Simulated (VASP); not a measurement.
# In3As (Amm2) in VASP: further runs, part 2 of 2

VASP 6.6.1. The steps go on from the part before.

## (3) Single point, PBEsol+D3(BJ)

File INCAR:

```
SYSTEM = In3As
ALGO = Fast
EDIFF = 1E-7
ENCUT = 520
GGA = PS
ISIF = 2
ISMEAR = 0
IVDW = 12
LASPH = .True.
LCHARG = .False.
LREAL = .False.
LWAVE = .False.
NBANDS = 30
NELM = 60
PREC = Accurate
SIGMA = 0.15
```

File KPOINTS:

```
k-points
0
Gamma
  10 10 10
  0 0 0
```

File POSCAR:

```
In3As
1.0
    4.5024438172      0.0000000000      0.0000000000
    0.0000000000      4.5024438172      0.0000000000
    0.0000000000      0.0000000000      4.5024438172
In As
3 1
Direct
    0.0000000000      0.5000000000      0.5000000000
    0.5000000000      0.0000000000      0.5000000000
    0.5000000000      0.5000000000      0.0000000000
    0.0000000000     -0.0353361490     -0.0353361490
```

Potentials or basis: VASP PAW PBE potentials, release 64 (In_d, As).

The run is started by

```bash
> cat potpaw_PBE.64/In_d/POTCAR potpaw_PBE.64/As/POTCAR > POTCAR
> mpirun -np 1 vasp_std > vasp.out
```

OUTCAR:

```text
SYSTEM = In3As
   EDIFF = 1E-7
   ENCUT = 520
   GGA = PS
   ISIF = 2
   ISMEAR = 0
   IVDW = 12
   LASPH = .True.
   LREAL = .False.
   NELM = 60
   PREC = Accurate
 IVDW          = 12

 ion  position               nearest neighbor table
   1  0.000  0.500  0.500-   4 2.96   3 3.18   2 3.18   3 3.18   2 3.18   2 3.18   3 3.18   3 3.18
                             2 3.18   4 3.19   4 3.19   4 3.41
   2  0.500  0.000  0.500-   4 3.08   4 3.08   1 3.18   3 3.18   1 3.18   3 3.18   3 3.18   1 3.18
                             3 3.18   1 3.18   4 3.30   4 3.30
   3  0.500  0.500  0.000-   4 3.08   4 3.08   1 3.18   1 3.18   2 3.18   2 3.18   2 3.18   1 3.18
                             2 3.18   1 3.18   4 3.30   4 3.30
   4  0.000  0.965  0.965-   1 2.96   3 3.08   3 3.08   2 3.08   2 3.08   1 3.19   1 3.19   3 3.30
                             2 3.30   2 3.30   3 3.30   1 3.41

  LATTYP: Found a simple cubic cell.
 ALAT       =     4.5024438172

  Lattice vectors:

 A1 = (   4.5024438172,   0.0000000000,   0.0000000000)
 A2 = (   0.0000000000,   4.5024438172,   0.0000000000)
 A3 = (   0.0000000000,   0.0000000000,   4.5024438172)

Analysis of symmetry for initial positions (statically):
=====================================================================
 Subroutine PRICEL returns:
 Original cell was already a primitive cell.

 Routine SETGRP: Setting up the symmetry group for a
 simple cubic supercell.

 Subroutine GETGRP returns: Found  4 space group operations
 (whereof  4 operations were pure point group operations)
 out of a pool of 48 trial point group operations.

The static configuration has the point symmetry C_2v.

Analysis of symmetry for dynamics (positions and initial velocities):
=====================================================================
 Subroutine PRICEL returns:
 Original cell was already a primitive cell.

 Routine SETGRP: Setting up the symmetry group for a
 simple cubic supercell.

 Subroutine GETGRP returns: Found  4 space group operations
 (whereof  4 operations were pure point group operations)
 out of a pool of 48 trial point group operations.
[... 128 lines left out ...]
  Thomas-Fermi vector in A             =   2.415883
   LORBIT       =      0    0 simple, 1 ext, 2 COOP (PROOUT), +10 PAW based schemes
   GGA     = PS    functional components
   LHFCALC =     F    Hartree Fock is set to
   AEXX    =    0.0000 exact exchange contribution
   IVDW    =    12    specifies the selected vdW correction
   LEPSILON=     F    determine dielectric tensor
   LRPA    =     F    only Hartree local field effects (RPA)
 non-spin polarized calculation
 RMM-DIIS sequential band-by-band and
 Gauss-broadening in eV      SIGMA  =   0.15
  energy-cutoff  :      520.00
  volume of cell :       91.27
 maximum number of plane-waves:      2517
 NGX is ok and might be reduce to    36
   NGX = 17   NGY = 17   NGZ = 17

 number of electron      44.0000041 magnetization

 Free energy of the ion-electron system (eV)
  ---------------------------------------------------
  ext. energy  EPLUGINS =         0.00000000
  ---------------------------------------------------
  free energy    TOTEN  =       -13.72339161 eV

  energy without entropy =      -13.69931055  energy(sigma->0) =      -13.71135108

 E-fermi :   7.8103     XC(G=0): -10.8073

 val. band max:        7.8088146624   @ k =   0.2000   0.1000   0.0000
 cond. band min:       7.8205661776   @ k =  -0.3000  -0.2000   0.2000
 fundamental gap:      0.0117515152
 Fermi energy:         7.8103287391

 k-point     1 :       0.0000    0.0000    0.0000
  band No.  band energies     occupation
      1      -7.0646      2.00000
      2      -7.0255      2.00000
      3      -7.0240      2.00000
      4      -7.0235      2.00000
      5      -6.8146      2.00000
      6      -6.8136      2.00000
[... 781 lines left out ...]
     29      14.0780      0.00000
     30      14.4087      0.00000

 [... further k-points ...]

------------------------ aborting loop because EDIFF is reached ----------------------------------------

 Edisp (eV)   -1.58650

 E8    (eV) :    -1.1204

  FORCE on cell =-STRESS in cart. coord.  units (eV):
  Direction    XX          YY          ZZ          XY          YZ          ZX
  --------------------------------------------------------------------------------------
  -------------------------------------------------------------------------------------
  Total       0.16587     0.18501     0.18501     0.00000    -0.02271     0.00000
  in kB       2.91169     3.24754     3.24754     0.00000    -0.39859     0.00000
  external pressure =        3.14 kB  Pullay stress =        0.00 kB

 VOLUME and BASIS-vectors are now :
 -----------------------------------------------------------------------------
  energy-cutoff  :      520.00
  volume of cell :       91.27
      direct lattice vectors                 reciprocal lattice vectors
     4.502443817  0.000000000  0.000000000     0.222101605  0.000000000  0.000000000
     0.000000000  4.502443817  0.000000000     0.000000000  0.222101605  0.000000000
     0.000000000  0.000000000  4.502443817     0.000000000  0.000000000  0.222101605

 POSITION                                       TOTAL-FORCE (eV/Angst)
 -----------------------------------------------------------------------------------
      0.00000      2.25122      2.25122         0.000000     -0.120081     -0.120081
      2.25122      0.00000      2.25122         0.000000      0.213314     -0.098942
      2.25122      2.25122      0.00000         0.000000     -0.098942      0.213314
      0.00000      4.34334      4.34334         0.000000      0.005708      0.005708
 -----------------------------------------------------------------------------------
    total drift:                                0.000000     -0.000005     -0.000005

  FREE ENERGIE OF THE ION-ELECTRON SYSTEM (eV)
  ---------------------------------------------------
  free  energy   TOTEN  =       -15.3098884570 eV

  energy  without entropy=      -15.2858073941  energy(sigma->0) =      -15.29784793
```

stdout:

```text
POSCAR found type information on POSCAR InAs
 POSCAR found :  2 types and       4 ions
 scaLAPACK will be used
 -----------------------------------------------------------------------------
|                                                                             |
|                                                                             |
|     You enforced a specific xc type in the INCAR file but a different       |
|     I HOPE YOU KNOW WHAT YOU ARE DOING!                                     |
|                                                                             |
 -----------------------------------------------------------------------------

 LDA part: xc-table for (Slater+PW92), standard interpolation
 POSCAR, INCAR and KPOINTS ok, starting setup
 FFT: planning ... GRIDC
 FFT: planning ... GRID_SOFT
 FFT: planning ... GRID
 WAVECAR not read
 entering main loop
WARNING in EDDRMM: call to ZHEGV failed, returncode =   8  4     29
WARNING in EDDRMM: call to ZHEGV failed, returncode =   8  4     30
WARNING in EDDRMM: call to ZHEGV failed, returncode =   6  3     29
WARNING in EDDRMM: call to ZHEGV failed, returncode =   6  3     28
```

Wall time 18 min (1 thread of Oxide Virtual Turin-like, shared host); peak memory 0.5 GiB.

What came out:

```
Free energy                : -15.3099 eV
Pressure                   : 0.3 GPa
Largest force              : 0.235 eV/Å
Band gap on the k mesh     : zero (bands 22 and 23 overlap by 4.56 eV)
Dispersion energy per atom : -0.397 eV
```

Forces in eV/Å, atoms in the order of the input:
```
In   0.000 -0.120 -0.120
In   0.000  0.213 -0.099
In   0.000 -0.099  0.213
As   0.000  0.006  0.006
```

Caveat: the cell differs from its parent crystal (all As atoms moved +0.225 Å, as atom 4 towards its neighbour atom 1 (In) at 3.184 Å); the PAW data sets were made with another functional, which shifts forces and pressure a little; spin-orbit coupling is left out, which moves the levels of the heavy elements.

## (4) Single point, PBEsol+D3(BJ)

File INCAR:

```
SYSTEM = In3As
PREC = Accurate ; ENCUT = 520
EDIFF = 1E-6 ; ISMEAR = 0
SIGMA = 0.15 ; LREAL = .FALSE.
LASPH = .TRUE. ; NELM = 80
ALGO = Fast ; ISIF = 2
LWAVE = .FALSE. ; LCHARG = .FALSE.
GGA = PS ; IVDW = 12
NBANDS = 30
```

File KPOINTS:

```
regular mesh
0
G
  10 10 10
  0 0 0
```

Changes to POSCAR since step 3:

```diff
@@ -11,2 +11,2 @@
     0.5000000000      0.5000000000      0.0000000000
-    0.0000000000     -0.0353361490     -0.0353361490
+    0.0000000000      0.0235574327      0.0235574327
```

The run is started by

```bash
> cat potpaw_PBE.64/In_d/POTCAR potpaw_PBE.64/As/POTCAR > POTCAR
> mpirun -np 1 vasp_std > vasp.out
```

It took 13 min on 1 thread of Oxide Virtual Turin-like, shared host; peak memory 0.51 GiB.

The run converged. Its results:

| Property | Result |
| --- | --- |
| Free energy | -15.3092 eV |
| Pressure | 0.1 GPa |
| Largest force | 0.158 eV/Å |
| Band gap on the k mesh | zero (bands 22 and 23 overlap by 4.55 eV) |
| Dispersion energy per atom | -0.397 eV |

Forces on the atoms (eV/Å):
```
In   0.000  0.068  0.068
In   0.000 -0.145  0.063
In   0.000  0.063 -0.145
As   0.000  0.014  0.014
```

Levels at points of the mesh, in eV from the Fermi level:
| k point | band 18 | band 19 | band 20 | band 21 | band 22 | band 23 | band 24 | band 25 | band 26 | band 27 |
| --- | --- | --- | --- | --- | --- | --- | --- | --- | --- | --- |
| (0.00, 0.00, 0.00) | -3.40 | -3.39 | -3.39 | -1.80 | -1.79 | 2.15 | 2.16 | 2.17 | 4.71 | 4.72 |
| (0.50, 0.00, 0.00) | -4.39 | -1.93 | -1.93 | -0.92 | -0.50 | -0.27 | 0.13 | 1.22 | 5.05 | 5.07 |
| (0.00, 0.50, 0.00) | -4.39 | -1.95 | -1.94 | -0.92 | -0.40 | -0.26 | 0.05 | 1.23 | 5.03 | 5.03 |
| (0.50, 0.50, 0.00) | -6.47 | -6.30 | -1.10 | -0.42 | 0.59 | 0.60 | 1.85 | 1.89 | 1.97 | 2.18 |
| (0.00, 0.50, 0.50) | -6.48 | -6.25 | -1.02 | -0.55 | 0.60 | 0.61 | 1.84 | 1.90 | 1.98 | 2.19 |
| (0.50, 0.50, 0.50) | -4.76 | -4.63 | -4.38 | -4.23 | -4.23 | -3.91 | 5.17 | 5.17 | 5.21 | 9.53 |

Caveat: the cell differs from its parent crystal (all As atoms moved -0.150 Å, as atom 4 towards its neighbour atom 1 (In) at 3.184 Å); the PAW data sets were made with another functional, which shifts forces and pressure a little; spin-orbit coupling is left out, which moves the levels of the heavy elements.

## (5) Summary

```csv
cell,further INCAR settings,gap on the mesh (eV),pressure (GPa),largest force (eV/Å)
"as given, atomic positions A",ALGO = Fast; EDIFF = 1e-06; NBANDS = 30,none,0.6,0.31
"as given, atomic positions B",ALGO = Fast; EDIFF = 1e-07; NBANDS = 30,none,0.3,0.24
"as given, atomic positions C",ALGO = Fast; EDIFF = 1e-06; NBANDS = 30,none,0.1,0.16
```

Alike in all rows: task single point; level PBEsol+D3(BJ); potentials or basis VASP PAW PBE potentials, release 64 (In_d, As); no spin polarisation; k mesh 10 × 10 × 10; cutoff (eV) 520; smearing gaussian 0.15 eV.

Caveats: the PAW data sets were made with another functional, which shifts forces and pressure a little; spin-orbit coupling is left out, which moves the levels of the heavy elements.

Total energies depend on the potentials used, so only differences within one code and one set of settings carry meaning.
